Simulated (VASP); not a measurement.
Input of a VASP 6.6.1 run:

File INCAR:

```
PREC = Accurate ; ENCUT = 520
EDIFF = 1E-6 ; ISMEAR = -1
SIGMA = 0.1 ; LREAL = False
LASPH = True ; NELM = 80
ALGO = Normal ; ISIF = 2
LWAVE = False ; LCHARG = False
GGA = RP ; NBANDS = 14
```

Contents of KPOINTS:

```
regular mesh
0
Gamma
  12 12 12
```

File POSCAR:

```
Bi
1.0
   -1.9566327529      1.9566327529      1.9566327529
    1.9566327529     -1.9566327529      1.9566327529
    1.9566327529      1.9566327529     -1.9566327529
Bi
1
Direct
    0.0000000000      0.0000000000      0.0000000000
```

Potentials or basis: VASP PAW PBE potentials, release 64 (Bi_d).

Command:

```console
$ cat potpaw_PBE.64/Bi_d/POTCAR > POTCAR
$ mpirun -np 1 vasp_std > vasp.out
```

Q: What does it give for the pressure?

A: 4.4 GPa.

Caveat: the PAW data sets were made with another functional, which shifts forces and pressure a little.
